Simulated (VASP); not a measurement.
# O2 in VASP: settings compared

Aim: see how the results for O2 move with the level of theory and the settings. Levels: HSE06, PBEsol. Tasks: single point, relaxation of the atoms.

All numbers are computed with VASP 6.6.1; they aren't measurements. Logs are shortened: lines on timing, memory, paths and dates and some standing lists are left out, and cuts for length are marked.

### 1 The cell of the first run

The cell holds a cluster in a box, 2 atoms: a = 11.000 Å, b = 11.500 Å, c = 12.000 Å, α = 90.00°, β = 90.00°, γ = 90.00°.

### 2 Single point, HSE06, collinear spin, ferromagnetic start

POSCAR

```
O
1.0
   11.0000000000      0.0000000000      0.0000000000
    0.0000000000     11.5000000000      0.0000000000
    0.0000000000      0.0000000000     12.0000000000
O
2
Direct
    0.5000000000      0.5000000000      0.4495810000
    0.5000000000      0.5000000000      0.5504190000
```

INCAR.step1

```
SYSTEM = O
PREC = Accurate
ENCUT = 520
EDIFF = 1E-5
ISMEAR = -1
SIGMA = 0.05
LREAL = .FALSE.
LASPH = .TRUE.
NELM = 150
ALGO = Normal
ISIF = 2
LWAVE = .TRUE.
LCHARG = .FALSE.
ISPIN = 2
MAGMOM = 1 1
LORBIT = 11
NBANDS = 17
GGA = PE
```

INCAR.step2

```
SYSTEM = O
PREC = Accurate
ENCUT = 520
EDIFF = 1E-7
ISMEAR = -1
SIGMA = 0.05
LREAL = .FALSE.
LASPH = .TRUE.
NELM = 150
ALGO = Normal
ISIF = 2
LWAVE = .FALSE.
LCHARG = .FALSE.
ISPIN = 2
MAGMOM = 1 1
LORBIT = 11
GGA = PE
LHFCALC = .TRUE.
HFSCREEN = 0.2079
PRECFOCK = Normal
NBANDS = 17
ISTART = 1
```

KPOINTS

```
Automatic mesh
0
G
  1 1 1
  0 0 0
```

Potentials or basis: VASP PAW PBE potentials, release 64 (O).

Run with:

```sh
> cat potpaw_PBE.64/O/POTCAR > POTCAR
> cp INCAR.step1 INCAR
> mpirun -np 1 vasp_gam > vasp.out
> cp INCAR.step2 INCAR
> mpirun -np 1 vasp_gam > vasp.out
```

OUTCAR:

```text
SYSTEM = O
   PREC = Accurate
   ENCUT = 520
   EDIFF = 1E-7
   ISMEAR = -1
   LREAL = .FALSE.
   LASPH = .TRUE.
   NELM = 150
   ISIF = 2
   ISPIN = 2
   LORBIT = 11
   GGA = PE
   LHFCALC = .TRUE.
   HFSCREEN = 0.2079
   PRECFOCK = Normal
   ISTART = 1

 ion  position               nearest neighbor table
   1  0.500  0.500  0.450-   2 1.21
   2  0.500  0.500  0.550-   1 1.21

  LATTYP: Found a simple orthorhombic cell.
 ALAT       =    11.0000000000
 B/A-ratio  =     1.0454545455
 C/A-ratio  =     1.0909090909

  Lattice vectors:

 A1 = (  11.0000000000,   0.0000000000,   0.0000000000)
 A2 = (   0.0000000000,  11.5000000000,   0.0000000000)
 A3 = (   0.0000000000,   0.0000000000,  12.0000000000)

Analysis of symmetry for initial positions (statically):
=====================================================================
 Subroutine PRICEL returns:
 Original cell was already a primitive cell.

 Routine SETGRP: Setting up the symmetry group for a
 simple orthorhombic supercell.

 Subroutine GETGRP returns: Found  8 space group operations
 (whereof  8 operations were pure point group operations)
 out of a pool of  8 trial point group operations.

The static configuration has the point symmetry D_2h.

Analysis of symmetry for dynamics (positions and initial velocities):
=====================================================================
 Subroutine PRICEL returns:
 Original cell was already a primitive cell.

 Routine SETGRP: Setting up the symmetry group for a
 simple orthorhombic supercell.

 Subroutine GETGRP returns: Found  8 space group operations
 (whereof  8 operations were pure point group operations)
 out of a pool of  8 trial point group operations.

The dynamic configuration has the point symmetry D_2h.

Analysis of structural, dynamic, and magnetic symmetry:
=====================================================================
 Subroutine PRICEL returns:
 Original cell was already a primitive cell.

 Routine SETGRP: Setting up the symmetry group for a
 simple orthorhombic supercell.

 Subroutine GETGRP returns: Found  8 space group operations
 (whereof  8 operations were pure point group operations)
 out of a pool of  8 trial point group operations.

The overall configuration has the point symmetry D_2h.

 Subroutine INISYM returns: Found  8 space group operations
 (whereof  8 operations are pure point group operations),
 and found     1 'primitive' translations

----------------------------------------------------------------------------------------

                                     Primitive cell

  volume of cell :    1518.0000

  direct lattice vectors                    reciprocal lattice vectors
    11.000000000  0.000000000  0.000000000     0.090909091  0.000000000  0.000000000
     0.000000000 11.500000000  0.000000000     0.000000000  0.086956522  0.000000000
     0.000000000  0.000000000 12.000000000     0.000000000  0.000000000  0.083333333

  length of vectors
    11.000000000 11.500000000 12.000000000     0.090909091  0.086956522  0.083333333

  position of ions in fractional coordinates (direct lattice)
     0.500000000  0.500000000  0.449581000
     0.500000000  0.500000000  0.550419000

  ion indices of the primitive-cell ions
   primitive index   ion index
                 1           1
                 2           2

----------------------------------------------------------------------------------------

 KPOINTS: Automatic mesh

Automatic generation of k-mesh.
 Grid dimensions read from file:
 generate k-points for:    1    1    1

 Generating k-lattice:

  Cartesian coordinates                     Fractional coordinates (reciprocal lattice)
     0.090909091  0.000000000  0.000000000     1.000000000  0.000000000  0.000000000
     0.000000000  0.086956522  0.000000000     0.000000000  1.000000000  0.000000000
     0.000000000  0.000000000  0.083333333     0.000000000  0.000000000  1.000000000

  Length of vectors
     0.090909091  0.086956522  0.083333333

  Shift w.r.t. Gamma in fractional coordinates (k-lattice)
     0.000000000  0.000000000  0.000000000

 Subroutine IBZKPT returns following result:
 ===========================================

 Found      1 irreducible k-points:

 Following reciprocal coordinates:
            Coordinates               Weight
  0.000000  0.000000  0.000000      1.000000
   k-points           NKPTS =      1   k-points in BZ     NKDIM =      1   number of bands    NBANDS=     17
   number of dos      NEDOS =    301   number of ions     NIONS =      2
   total plane-waves  NPLWV = 680400
   dimension x,y,z NGX =    84 NGY =   90 NGZ =   90
   dimension x,y,z NGXF=   168 NGYF=  180 NGZF=  180
   ions per type =               2
   NGX,Y,Z   is equivalent  to a cutoff of  12.70, 13.01, 12.47 a.u.
   NGXF,Y,Z  is equivalent  to a cutoff of  25.39, 26.02, 24.94 a.u.
 SYSTEM =  O
   PREC   = accura    normal or accurate (medium, high low for compatibility)
   ISTART =      1    job   : 0-new  1-cont  2-samecut
   ICHARG =      0    charge: 1-file 2-atom 10-const
   ISPIN  =      2    spin polarized calculation?
   LNONCOLLINEAR =      F non collinear calculations
   LSORBIT =      F    spin-orbit coupling
   LASPH  =      T    aspherical Exc in radial PAW
   ENCUT  =  520.0 eV  38.22 Ry    6.18 a.u.  20.45 21.38 22.31*2*pi/ulx,y,z
   NELM   =    150;   NELMIN=  2; NELMDL=  0     # of ELM steps
   EDIFF  = 0.1E-06   stopping-criterion for ELM
   LREAL  =      F    real-space projection
   EDIFFG = 0.1E-05   stopping-criterion for IOM
   NSW    =      0    number of steps for IOM
   IBRION =     -1    ionic relax: 0-MD 1-quasi-New 2-CG
   NFREE  =      0    steps in history (QN), initial steepest desc. (CG)
   ISIF   =      2    stress and relaxation
   ISYM   =      3    0-nonsym 1-usesym 2-fastsym
   POTIM  = 0.5000    time-step for ionic-motion
   TEBEG  =    0.0;   TEEND  =   0.0 temperature during run
   PSTRESS=    0.0 pullay stress
   NELECT =      12.0000    total number of electrons
   NUPDOWN=      -1.0000    fix difference up-down
   EMIN   =  10.00;   EMAX   =-10.00  energy-range for DOS
   EFERMI =   0.00;   METHOD = LEGACY
   ISMEAR =    -1;   SIGMA  =   0.05  broadening in eV -4-tet -1-fermi 0-gaus
   EFERMI_NEDOS =   21; number of points for ismear=-14 and -15
   IALGO  =     38    algorithm
   IMIX   =      1    mixing-type and parameters
     AMIX     =   0.40;   BMIX     =  1.00
     AMIX_MAG =   1.60;   BMIX_MAG =  1.00
  volume/ion in A,a.u.               =     759.00      5121.98
  Fermi-wavevector in a.u.,A,eV,Ry     =   0.326120  0.616278  1.447041  0.106355
  Thomas-Fermi vector in A             =   1.217707
   LORBIT       =     11    0 simple, 1 ext, 2 COOP (PROOUT), +10 PAW based schemes
   GGA     = PE    functional components
   LHFCALC =     T    Hartree Fock is set to
   PRECFOCK=normal    Normal, Fast or Accurate (Low or Medium for compatibility)
   ENCUT4O =  -1.0   cutoff for four orbital integrals eV
   NKREDX  =     1    reduce k-point grid by
   NKREDY  =     1    reduce k-point grid by
   NKREDZ  =     1    reduce k-point grid by
   AEXX    =    0.2500 exact exchange contribution
   HFSCREEN=    0.2079 screening length (either q_TF or 0.3 A-1)
   HFSCREENC=   0.2079 screening length for correlation (either q_TF or 0.3 A-1)
   ENCUTFOCK=  -1.0 apply spherical cutoff to Coloumb kernel
   IVDW    =     0    specifies the selected vdW correction
   LEPSILON=     F    determine dielectric tensor
   LRPA    =     F    only Hartree local field effects (RPA)
 spin polarized calculation
  energy-cutoff  :      520.00
  volume of cell :     1518.00
 maximum number of plane-waves:     20458
 NGX is ok and might be reduce to    84
  NGX = 64; NGY = 70; NGZ = 70

 number of electron      12.0000001 magnetization       2.0000004

 Free energy of the ion-electron system (eV)
  ---------------------------------------------------
  ext. energy  EPLUGINS =         0.00000000
  ---------------------------------------------------
  free energy    TOTEN  =       -13.96294901 eV

  energy without entropy =      -13.96294901  energy(sigma->0) =      -13.96294901

 E-fermi :  -7.2542     XC(G=0):  -0.3396

 val. band max:       -8.5608174603   @ k =   0.0000   0.0000   0.0000
 cond. band min:      -3.2730967916   @ k =   0.0000   0.0000   0.0000
 fundamental gap:      5.2877206686
 Fermi energy:        -7.2541931682

 spin component 1

 k-point     1 :       0.0000    0.0000    0.0000
  band No.  band energies     occupation
      1     -36.1934      1.00000
      2     -23.2475      1.00000
      3     -15.5603      1.00000
      4     -15.5602      1.00000
      5     -15.0234      1.00000
      6      -8.5609      1.00000
[... 9 lines left out ...]
     16       1.9443      0.00000
     17       2.0049      0.00000
 Fermi energy:        -7.2541931682

 spin component 2

 k-point     1 :       0.0000    0.0000    0.0000
  band No.  band energies     occupation
      1     -34.5242      1.00000
      2     -20.6133      1.00000
      3     -13.9275      1.00000
      4     -12.5025      1.00000
      5     -12.5024      1.00000
      6      -3.2731      0.00000
[... 9 lines left out ...]
     16       1.9857      0.00000
     17       2.0519      0.00000

------------------------ aborting loop because EDIFF is reached ----------------------------------------

  FORCE on cell =-STRESS in cart. coord.  units (eV):
  Direction    XX          YY          ZZ          XY          YZ          ZX
  --------------------------------------------------------------------------------------
  -------------------------------------------------------------------------------------
  Total       -0.0715638     -0.0698467     -0.1011764     -0.0000000      0.0000000      0.0000000
  in kB       -0.0755322     -0.0737199     -0.1067869     -0.0000000      0.0000000      0.0000000
  external PRESSURE =      -0.0853463 kB  Pullay stress =       0.0000000 kB

 VOLUME and BASIS-vectors are now :
 -----------------------------------------------------------------------------
  energy-cutoff  :      520.00
  volume of cell :     1518.00
      direct lattice vectors                 reciprocal lattice vectors
    11.000000000  0.000000000  0.000000000     0.090909091  0.000000000  0.000000000
     0.000000000 11.500000000  0.000000000     0.000000000  0.086956522  0.000000000
     0.000000000  0.000000000 12.000000000     0.000000000  0.000000000  0.083333333

 POSITION                                       TOTAL-FORCE (eV/Angst)
 -----------------------------------------------------------------------------------
      5.50000      5.75000      5.39497         0.000000      0.000000      0.014173
      5.50000      5.75000      6.60503         0.000000      0.000000     -0.014173
 -----------------------------------------------------------------------------------
    total drift:                               -0.000000      0.000000      0.000000

  FREE ENERGIE OF THE ION-ELECTRON SYSTEM (eV)
  ---------------------------------------------------
  free  energy   TOTEN  =       -13.9629490099 eV

  energy  without entropy=      -13.9629490099  energy(sigma->0) =      -13.96294901

 total charge

# of ion       s       p       d       tot
------------------------------------------
    1        1.618   3.320   0.000   4.938
    2        1.618   3.320   0.000   4.938
--------------------------------------------------
tot          3.235   6.641   0.000   9.876

 magnetization (x)

# of ion       s       p       d       tot
------------------------------------------
    1        0.014   0.816   0.000   0.831
    2        0.014   0.816   0.000   0.831
--------------------------------------------------
tot          0.029   1.633   0.000   1.662
```

Wall time 12 min (1 thread of Intel Xeon 6975P-C (Granite Rapids), shared host); peak memory 1.7 GiB.

Results:

| Quantity | Value |
| --- | --- |
| Free energy | -13.9629 eV |
| Largest force | 0.014 eV/Å |
| Net moment | 2.00 μB per cell |
| Site moments | O +0.83 μB |
| Valence electrons inside the program's atomic spheres | O 4.94 |

Forces on the atoms (eV/Å):
```
O    0.000  0.000  0.014
O    0.000  0.000 -0.014
```

Caveat: the standard files for N, O and F lose accuracy on very short bonds; the PAW data sets were made with another functional, which shifts forces and pressure a little.

[end of part 1 of 2]
